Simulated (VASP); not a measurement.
Write the native input for VASP 6.6.1 that does the following.

| Quantity | Value |
| --- | --- |
| Task | relaxation of cell and atoms |
| Functional | PBEsol-based screened hybrid with 25 % exact exchange |
| Potentials or basis | VASP PAW PBE potentials, release 64 (Pt, Se) |
| Cutoff | 600 eV |
| k mesh | 4 × 4 × 3 |
| Occupations | fermi-dirac, width 0.05 eV |
| Spin | no spin polarisation |
| Dipole correction | no |
| Grid for exact exchange (PRECFOCK) | Normal |
| Share of exact exchange | 0.25 |
| Further INCAR settings | ALGO = Normal; EDIFF = 1e-06; IBRION = 2; EDIFFG = -0.01; NSW = 60; ISIF = 3 |
| Screening parameter | 0.207 1/Å |

PtSe2:

```
Pt Se
1.0
     3.72400    0.00000    0.00000
    -1.86200    3.22508    0.00000
     0.00000    0.00000    5.06200
Pt Se
1 2
Direct
  0.00000 0.00000 0.00000
  0.66667 0.33333 0.75000
  0.33333 0.66667 0.25000
```

These files were run (other wordings do the same):

POSCAR

```
PtSe2
1.0
    3.7240000000      0.0000000000      0.0000000000
   -1.8620000000      3.2250786037      0.0000000000
    0.0000000000      0.0000000000      5.0620000000
Pt Se
1 2
Direct
    0.0000000000      0.0000000000      0.0000000000
    0.6666666667      0.3333333333      0.7500000000
    0.3333333333      0.6666666667      0.2500000000
```

INCAR.step1

```
  PREC = Accurate
  ENCUT = 600
  EDIFF = 1E-5
  ISMEAR = -1
  SIGMA = 0.05
  LREAL = False
  LASPH = True
  NELM = 100
  ALGO = Normal
  LWAVE = True
  LCHARG = False
  GGA = PE
  NBANDS = 18
```

INCAR.step2

```
  PREC = Accurate
  ENCUT = 600
  EDIFF = 1E-6
  ISMEAR = -1
  SIGMA = 0.05
  LREAL = False
  LASPH = True
  NELM = 100
  ALGO = Normal
  ISIF = 3
  LWAVE = False
  LCHARG = False
  GGA = PS
  LHFCALC = True
  AEXX = 0.25
  HFSCREEN = 0.207
  PRECFOCK = Normal
  IBRION = 2
  NSW = 60
  EDIFFG = -0.01
  ISTART = 1
```

KPOINTS

```
Automatic mesh
0
Gamma
  4 4 3
```

Potentials or basis: VASP PAW PBE potentials, release 64 (Pt, Se).

Run with:

```bash
$ cat potpaw_PBE.64/Pt/POTCAR potpaw_PBE.64/Se/POTCAR > POTCAR
$ cp INCAR.step1 INCAR
$ mpirun -np 1 vasp_std > vasp.out
$ cp INCAR.step2 INCAR
$ mpirun -np 1 vasp_std > vasp.out
```

Results of the run:

* Relaxed volume: 19.86 Å³/atom
* Relaxed cell: a = 3.737 Å, b = 3.737 Å, c = 4.929 Å, α = 90.00°, β = 90.00°, γ = 120.00°
* Space group after relaxing (to 0.1 Å): P-3m1 (No. 164)
* Energy gained by relaxing: 1.6 meV/atom
* Ionic steps: 12
* Pressure after relaxing: 0.0 GPa
* Largest force after relaxing: 0.005 eV/Å
* Band gap on the k mesh: zero (bands 11 and 12 overlap by 0.28 eV)

Caveat: the k points lie up to 0.49 Å⁻¹ apart in the final cell; the PAW data sets were made with another functional, which shifts forces and pressure a little; spin-orbit coupling is left out, which moves the levels of the heavy elements.

Run time: 60 min on 1 thread of AMD EPYC 9R45 96-Core Processor (Zen 5) (shared host), peak memory 0.3 GiB.
